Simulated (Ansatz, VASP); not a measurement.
One calculation of Ga, two programs

```
Ga
1.0
     2.23094   -3.77873    0.00000
     2.23094    3.77873    0.00000
     0.00000    0.00000    4.46286
Ga
4
Cartesian
  2.2309 1.1707 1.8699
  2.2309 2.6081 4.1014
  2.2309 -1.1707 2.5929
  2.2309 -2.6081 0.3615
```

Change from the starting cell: volume scaled by 0.96.

Alike in both runs: task single point; functional LDA; k mesh 7 × 7 × 6; occupations fermi-dirac, width 0.05 eV; no spin polarisation.

|  | VASP | Ansatz |
| --- | --- | --- |
| version | VASP 6.6.1 | Ansatz 0.2.0 |
| potentials or method | VASP PAW LDA potentials, release 64 (Ga_d), cutoff 520 eV | all-electron LAPW, scalar-relativistic |

VASP gave:

* gap on the k mesh at the Fermi level (eV): none
* pressure (GPa): -1.3
* traceless stress, the component that is largest in VASP (GPa): -1.01
* rms of the force components (eV/Å): 0.084

Q: Estimate Ansatz's values.

A: gap on the k mesh at the Fermi level (eV): none; pressure (GPa): -1.5; traceless stress, the component that is largest in VASP (GPa): -0.96; rms of the force components (eV/Å): 0.083.

LDA's correlation is that of Perdew and Zunger in VASP and of Perdew and Wang (1992) in Ansatz. Atom by atom the forces differ by 0.001 eV/Å (rms over components). A gap of «none» marks a metal or a gap that the smearing closes. Ansatz ran all-electron here, and VASP with PAW potentials.
